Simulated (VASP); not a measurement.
# Si (a cell with a defect) in VASP: single point with PBE

Aim: the single point of Si (a cell with a defect) with PBE.

Everything below comes from runs of VASP 6.6.1. Logs are shortened: lines on timing, memory, paths and dates and some standing lists are left out, and cuts for length are marked.

## 1. The cell of the first run

The cell holds a defect, 17 atoms: a = 7.679 Å, b = 7.679 Å, c = 7.679 Å, α = 60.00°, β = 60.00°, γ = 60.00°.

## 2. Single point, PBE

File INCAR:

```
SYSTEM = Si
  PREC = Accurate
  ENCUT = 520
  EDIFF = 1E-6
  ISMEAR = 0
  SIGMA = 0.02
  LREAL = Auto
  LASPH = .True.
  NELM = 100
  ALGO = Normal
  ISIF = 2
  LWAVE = .False.
  LCHARG = .False.
  GGA = PE
  NBANDS = 48
```

File KPOINTS:

```
Automatic mesh
0
Gamma
  2 2 2
  0 0 0
```

File POSCAR:

```
Si
1.0
    0.0000000000      5.4300000000      5.4300000000
    5.4300000000      0.0000000000      5.4300000000
    5.4300000000      5.4300000000      0.0000000000
Si
17
Direct
    0.0144752302     -0.0476360037      0.0166757827
    0.1163076427      0.1205989871      0.1132181400
   -0.0219788214      0.0054685083      0.5083263352
    0.1162451197      0.1206434622      0.6501073665
   -0.0015051565      0.4924659300     -0.0010025783
    0.1414567219      0.5766471455      0.1410281768
   -0.0015126151      0.4925070902      0.5101794659
    0.1139069061      0.6333209024      0.6264717311
    0.5082054328      0.0044354512     -0.0245870166
    0.6471348066      0.1196364641      0.1166753223
    0.5082430018      0.0044636280      0.5121174033
    0.6104164825      0.1722288214      0.6087802026
    0.5107733886      0.4917943831     -0.0012034070
    0.6259979742      0.6326014733      0.1153101289
    0.4833406998      0.5478318600      0.4845071823
    0.6259858195      0.6326357274      0.6262489871
    0.3122238490      0.0631367403      0.3124420810
```

Potentials or basis: VASP PAW PBE potentials, release 64 (Si).

The run is started by

```
cat potpaw_PBE.64/Si/POTCAR > POTCAR
mpirun -np 1 vasp_std > vasp.out
```

OUTCAR:

```text
SYSTEM = Si
   PREC = Accurate
   ENCUT = 520
   EDIFF = 1E-6
   ISMEAR = 0
   LREAL = Auto
   LASPH = .True.
   NELM = 100
   ISIF = 2
   GGA = PE

 ion  position               nearest neighbor table
   1  0.014  0.952  0.017-   4 2.32   2 2.32  10 2.32   6 2.36
   2  0.116  0.121  0.113-   1 2.32   5 2.33  17 2.40   9 2.46   3 2.48
   3  0.978  0.005  0.508-  12 2.32   8 2.33  17 2.38   2 2.48   4 2.48
   4  0.116  0.121  0.650-   1 2.32   7 2.33  17 2.40  11 2.46   3 2.48
   5  0.998  0.492  0.999-   6 2.33   2 2.33  14 2.34   8 2.34
   6  0.141  0.577  0.141-   7 2.33   5 2.33  13 2.33   1 2.36
   7  0.998  0.493  0.510-   6 2.33   4 2.33  16 2.34   8 2.34
   8  0.114  0.633  0.626-  15 2.33   3 2.33   7 2.34   5 2.34
   9  0.508  0.004  0.975-  12 2.32  14 2.33  17 2.40   2 2.46  10 2.48
  10  0.647  0.120  0.117-   1 2.32  13 2.33  17 2.38   9 2.48  11 2.48
  11  0.508  0.004  0.512-  12 2.32  16 2.33  17 2.40   4 2.46  10 2.48
  12  0.610  0.172  0.609-  11 2.32   9 2.32   3 2.32  15 2.36
  13  0.511  0.492  0.999-   6 2.33  10 2.33  14 2.34  16 2.34
  14  0.626  0.633  0.115-  15 2.33   9 2.33   5 2.34  13 2.34
  15  0.483  0.548  0.485-  16 2.33  14 2.33   8 2.33  12 2.36
  16  0.626  0.633  0.626-  15 2.33  11 2.33   7 2.34  13 2.34
  17  0.312  0.063  0.312-   3 2.38  10 2.38  11 2.40   9 2.40   2 2.40   4 2.40

  LATTYP: Found a face centered cubic cell.
 ALAT       =    10.8600000000

  Lattice vectors:

 A1 = (   0.0000000000,   5.4300000000,   5.4300000000)
 A2 = (   5.4300000000,   0.0000000000,   5.4300000000)
 A3 = (   5.4300000000,   5.4300000000,   0.0000000000)

Analysis of symmetry for initial positions (statically):
=====================================================================
 Subroutine PRICEL returns:
 Original cell was already a primitive cell.

 Routine SETGRP: Setting up the symmetry group for a
 face centered cubic supercell.

 Subroutine GETGRP returns: Found  1 space group operations
 (whereof  1 operations were pure point group operations)
 out of a pool of 48 trial point group operations.

The static configuration has the point symmetry C_1 .

Analysis of symmetry for dynamics (positions and initial velocities):
=====================================================================
 Subroutine PRICEL returns:
 Original cell was already a primitive cell.

 Routine SETGRP: Setting up the symmetry group for a
 face centered cubic supercell.

 Subroutine GETGRP returns: Found  1 space group operations
 (whereof  1 operations were pure point group operations)
 out of a pool of 48 trial point group operations.

[... 121 lines left out ...]
   POTIM  = 0.5000    time-step for ionic-motion
   TEBEG  =    0.0;   TEEND  =   0.0 temperature during run
   PSTRESS=    0.0 pullay stress
   NELECT =      68.0000    total number of electrons
   NUPDOWN=      -1.0000    fix difference up-down
   EMIN   =  10.00;   EMAX   =-10.00  energy-range for DOS
   EFERMI =   0.00;   METHOD = LEGACY
   ISMEAR =     0;   SIGMA  =   0.02  broadening in eV -4-tet -1-fermi 0-gaus
   EFERMI_NEDOS =   21; number of points for ismear=-14 and -15
   IALGO  =     38    algorithm
   IMIX   =      4    mixing-type and parameters
     AMIX     =   0.40;   BMIX     =  1.00
     AMIX_MAG =   1.60;   BMIX_MAG =  1.00
  volume/ion in A,a.u.               =      18.84       127.11
  Fermi-wavevector in a.u.,A,eV,Ry     =   0.976715  1.845724 12.979587  0.953973
  Thomas-Fermi vector in A             =   2.107356
   LORBIT       =      0    0 simple, 1 ext, 2 COOP (PROOUT), +10 PAW based schemes
   GGA     = PE    functional components
   LHFCALC =     F    Hartree Fock is set to
   AEXX    =    0.0000 exact exchange contribution
   IVDW    =     0    specifies the selected vdW correction
   LEPSILON=     F    determine dielectric tensor
   LRPA    =     F    only Hartree local field effects (RPA)
 non-spin polarized calculation
 Gauss-broadening in eV      SIGMA  =   0.02
  energy-cutoff  :      520.00
  volume of cell :      320.21
 maximum number of plane-waves:      8646
 NGX is ok and might be reduce to    60
   NGX = 29   NGY = 29   NGZ = 29

 number of electron      68.0000001 magnetization

 Free energy of the ion-electron system (eV)
  ---------------------------------------------------
  ext. energy  EPLUGINS =         0.00000000
  ---------------------------------------------------
  free energy    TOTEN  =       -87.67718153 eV

  energy without entropy =      -87.67653180  energy(sigma->0) =      -87.67685667

 E-fermi :   6.7459     XC(G=0):  -9.6890

 val. band max:        6.7213128639   @ k =   0.0000   0.0000   0.0000
 cond. band min:       6.7715011565   @ k =   0.0000   0.5000   0.0000
 fundamental gap:      0.0501882926
 Fermi energy:         6.7458524957

 k-point     1 :       0.0000    0.0000    0.0000
  band No.  band energies     occupation
      1      -6.2218      2.00000
      2      -3.9169      2.00000
      3      -3.6383      2.00000
      4      -3.6180      2.00000
      5      -3.4153      2.00000
      6      -2.5466      2.00000
[... 381 lines left out ...]
     45      10.4068      0.00000
     46      10.4778      0.00000
 [bands above 46 left out]

------------------------ aborting loop because EDIFF is reached ----------------------------------------

  FORCE on cell =-STRESS in cart. coord.  units (eV):
  Direction    XX          YY          ZZ          XY          YZ          ZX
  --------------------------------------------------------------------------------------
  -------------------------------------------------------------------------------------
  Total        9.9850238      9.9853602      9.8066340      1.1426349      0.8661532     -0.8659101
  in kB       49.9608941     49.9625776     49.0683058      5.7172684      4.3338694     -4.3326530
  external PRESSURE =      49.6639258 kB  Pullay stress =       0.0000000 kB

 VOLUME and BASIS-vectors are now :
 -----------------------------------------------------------------------------
  energy-cutoff  :      520.00
  volume of cell :      320.21
      direct lattice vectors                 reciprocal lattice vectors
     0.000000000  5.430000000  5.430000000    -0.092081031  0.092081031  0.092081031
     5.430000000  0.000000000  5.430000000     0.092081031 -0.092081031  0.092081031
     5.430000000  5.430000000  0.000000000     0.092081031  0.092081031 -0.092081031

 POSITION                                       TOTAL-FORCE (eV/Angst)
 -----------------------------------------------------------------------------------
      5.26189      0.16915      5.24994        -0.008183      0.009037     -0.001428
      1.26963      1.24633      1.28640        -0.009311     -0.004794     -0.001907
      2.78991      8.07087      5.34035         0.008438     -0.005261      0.002407
      4.18518      4.16129      1.28630         0.000432      0.008168     -0.000276
      8.09865     10.84638      8.09592        -0.002227     -0.001285     -0.000953
      3.89698      1.53389      3.89930        -0.012237      0.010848     -0.016045
[... 9 lines left out ...]
      6.83574      6.79963      6.83431         0.004519      0.003585      0.002140
      2.03939      3.39194      2.03821        -0.000504      0.003017      0.006559
 -----------------------------------------------------------------------------------
    total drift:                               -0.000853      0.002957      0.000009

  FREE ENERGIE OF THE ION-ELECTRON SYSTEM (eV)
  ---------------------------------------------------
  free  energy   TOTEN  =       -87.6771815339 eV

  energy  without entropy=      -87.6765318042  energy(sigma->0) =      -87.67685667
```

stdout:

```text
POSCAR found type information on POSCAR Si
 POSCAR found :  1 types and      17 ions
 scaLAPACK will be used
 LDA part: xc-table for (Slater+PW92), standard interpolation
 POSCAR, INCAR and KPOINTS ok, starting setup
 FFT: planning ... GRIDC
 FFT: planning ... GRID_SOFT
 FFT: planning ... GRID
 WAVECAR not read
 entering main loop
```

Run time: 3 min. Hardware: 1 thread of Intel Xeon 6975P-C (Granite Rapids), shared host; peak memory 0.47 GiB.

What came out:

```
Free energy            : -87.6772 eV
Pressure               : 5.0 GPa
Largest force          : 0.023 eV/Å
Band gap on the k mesh : zero (bands 34 and 35 overlap by 0.05 eV)
```

Forces in eV/Å, atoms in the order of the input:
```
Si  -0.008  0.009 -0.001
Si  -0.009 -0.005 -0.002
Si   0.008 -0.005  0.002
Si   0.000  0.008  0.000
Si  -0.002 -0.001 -0.001
Si  -0.012  0.011 -0.016
Si   0.003  0.003 -0.002
Si   0.005 -0.005  0.003
Si   0.003 -0.002  0.004
Si  -0.001  0.002 -0.019
Si   0.001 -0.006  0.000
Si   0.007 -0.005  0.009
Si  -0.008  0.007  0.003
Si  -0.002 -0.004  0.002
Si   0.012 -0.013  0.010
Si   0.005  0.004  0.002
Si  -0.001  0.003  0.007
```

Stress tensor (GPa, compression positive):
```
 5.00  0.57 -0.43
 0.57  5.00  0.43
-0.43  0.43  4.91
```

Levels at points of the mesh, in eV from the Fermi level:
| k point | band 30 | band 31 | band 32 | band 33 | band 34 | band 35 | band 36 | band 37 | band 38 | band 39 |
| --- | --- | --- | --- | --- | --- | --- | --- | --- | --- | --- |
| (0.00, 0.00, 0.00) | -1.46 | -1.46 | -0.67 | -0.66 | -0.49 | -0.02 | 0.04 | 0.27 | 0.28 | 0.85 |
| (0.50, 0.00, 0.00) | -1.42 | -1.37 | -1.36 | -0.85 | -0.32 | 0.30 | 0.64 | 0.98 | 1.13 | 1.36 |
| (0.00, 0.50, 0.00) | -1.40 | -1.37 | -1.27 | -1.26 | 0.03 | 0.46 | 0.52 | 1.20 | 1.21 | 1.27 |
| (0.00, 0.00, 0.50) | -1.40 | -1.37 | -1.34 | -0.85 | -0.30 | 0.29 | 0.66 | 0.96 | 1.12 | 1.37 |
| (0.50, 0.50, 0.50) | -1.40 | -1.37 | -1.34 | -0.85 | -0.30 | 0.29 | 0.66 | 0.96 | 1.12 | 1.37 |
| (0.50, 0.50, 0.00) | -1.88 | -1.88 | -1.73 | -0.41 | -0.26 | 0.55 | 1.41 | 1.52 | 1.64 | 2.04 |
| (0.00, 0.50, 0.50) | -1.90 | -1.88 | -1.71 | -0.38 | -0.27 | 0.56 | 1.42 | 1.52 | 1.65 | 2.03 |
| (0.50, 0.00, 0.50) | -1.90 | -1.88 | -1.71 | -0.38 | -0.27 | 0.56 | 1.42 | 1.52 | 1.65 | 2.03 |

Caveat: the k points lie up to 0.50 Å⁻¹ apart.
